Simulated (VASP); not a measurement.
## AlN: single point with PBEsol

Crystal: AlN.

```
CELL_PARAMETERS angstrom
-3.11356 0.00000 0.00000
0.00000 5.39284 0.00000
1.55678 -2.69642 -4.98335
ATOMIC_POSITIONS crystal
Al 0.02751 0.32656 0.99850
Al 0.52751 0.82656 0.99850
Al 0.22098 0.92193 0.49850
Al 0.72098 0.42193 0.49850
N 0.78300 0.12860 0.61650
N 0.28300 0.62860 0.61650
N 0.08350 0.73790 0.11650
N 0.58350 0.23790 0.11650
```

This cell differs from its parent crystal: atoms displaced along several vibrational modes.

```json
{"Program": "VASP 6.6.1", "Task": "single point", "Functional": "PBEsol", "Potentials or basis": "VASP PAW PBE potentials, release 64 (Al, N)", "Cutoff": "520 eV", "k mesh": "8 × 8 × 8", "Occupations": "gaussian, width 0.05 eV", "Spin": "no spin polarisation", "Dipole correction": "no", "Further INCAR settings": "ALGO = Normal; EDIFF = 1e-06; NBANDS = 26"}
```

```yaml
Pressure: 1.2 GPa
Largest_force: 1.336 eV/Å
Band_gap_on_the_k_mesh: 3.99 eV
```

Forces on the atoms (eV/Å):
```
Al   0.545  1.173  0.197
Al   0.545  1.173  0.197
Al  -0.545 -1.173  0.197
Al  -0.545 -1.173  0.197
N   -0.215  1.304 -0.197
N   -0.215  1.304 -0.197
N    0.215 -1.304 -0.197
N    0.215 -1.304 -0.197
```

Stress tensor (GPa, compression positive):
```
 8.48  0.09  0.00
 0.09 -5.55  0.00
 0.00  0.00  0.67
```

Levels at points of the mesh, in eV from the valence-band top:
| k point | band 14 | band 15 | band 16 | band 17 | band 18 | band 19 |
| --- | --- | --- | --- | --- | --- | --- |
| (0.00, 0.00, 0.00) | -0.48 | -0.12 | 0.00 | 3.99 | 5.33 | 5.33 |
| (0.50, 0.00, 0.00) | -1.96 | -1.00 | -1.00 | 6.09 | 6.09 | 7.03 |
| (0.00, 0.50, 0.00) | -0.91 | -0.64 | -0.64 | 5.93 | 5.93 | 7.19 |
| (0.50, 0.50, 0.00) | -1.24 | -1.24 | -0.68 | 4.88 | 4.88 | 5.41 |
| (0.50, 0.50, 0.50) | -1.31 | -1.31 | -0.69 | 5.07 | 5.07 | 5.36 |
| (0.00, 0.00, 0.50) | -0.83 | -0.40 | -0.40 | 5.08 | 5.78 | 6.22 |

It took 2.6 min on 1 thread of AMD EPYC 9R45 96-Core Processor (Zen 5), with other jobs on the host, peak memory 0.34 GiB.

Caveat: the cell differs from its parent crystal (atoms displaced along several vibrational modes); the stress differs along the axes, from -6 to 8 GPa; the PAW data sets were made with another functional, which shifts forces and pressure a little. A k mesh can miss the band edges.
